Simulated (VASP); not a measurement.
## KF: relaxation of volume and atoms at fixed shape with PBE

Crystal: KF.

```
CELL_PARAMETERS angstrom
0.00000 2.67185 2.67185
2.67185 0.00000 2.67185
2.67185 2.67185 0.00000
ATOMIC_POSITIONS crystal
K 0.00000 0.00000 0.00000
F 0.50000 0.50000 0.50000
```

```json
{
 "Program": "VASP 6.6.1",
 "Task": "relaxation of volume and atoms at fixed shape",
 "Functional": "PBE",
 "Potentials or basis": "VASP PAW PBE potentials, release 64 (K_sv, F)",
 "Cutoff": "600 eV",
 "k mesh": "6 × 6 × 6",
 "Occupations": "gaussian, width 0.01 eV",
 "Spin": "no spin polarisation",
 "Dipole correction": "no",
 "Further INCAR settings": "ALGO = Normal; EDIFF = 1e-06; IBRION = 2; EDIFFG = -0.02; NSW = 80; ISIF = 8"
}
```

```json
{
 "Relaxed volume": "19.99 Å³/atom",
 "Relaxed cell": "a = 3.838 Å, b = 3.838 Å, c = 3.838 Å, α = 60.00°, β = 60.00°, γ = 60.00°",
 "Space group after relaxing (to 0.1 Å)": "Fm-3m (No. 225)",
 "Energy gained by relaxing": "3.5 meV/atom",
 "Ionic steps": "3",
 "Pressure after relaxing": "-0.1 GPa",
 "Band gap on the k mesh": "5.93 eV"
}
```

Step by step:
```
step  energy change (eV)  largest force (eV/Å)  pressure (GPa)  volume (Å³)
   1              0.0000                0.0000            1.41        38.15
   2             -0.0057                0.0000            0.57        39.08
   3             -0.0069                0.0000           -0.11        39.98
```

Final structure:
```
K F
1.0
     0.00000    2.71398    2.71398
     2.71398    0.00000    2.71398
     2.71398    2.71398    0.00000
K F
1 1
Direct
  0.00000 0.00000 0.00000
  0.50000 0.50000 0.50000
```

Levels at points of the mesh, in eV from the valence-band top:
```
           k point  band 6  band 7  band 8  band 9  band 10  band 11
(0.00, 0.00, 0.00)    0.00    0.00    0.00    5.93    10.55    10.55
(0.50, 0.00, 0.00)   -0.74   -0.31   -0.31    8.87    10.26    11.85
(0.50, 0.50, 0.00)   -0.23   -0.07   -0.07    8.16    10.04    11.44
```

Run time: 13 s on 1 thread of Intel(R) Xeon(R) 6975P-C (Granite Rapids), with other jobs on the host, peak memory 0.18 GiB.

A hybrid or GW would open this gap; PBE tends to underestimate it. Zero-point motion and thermal expansion aren't in these numbers.
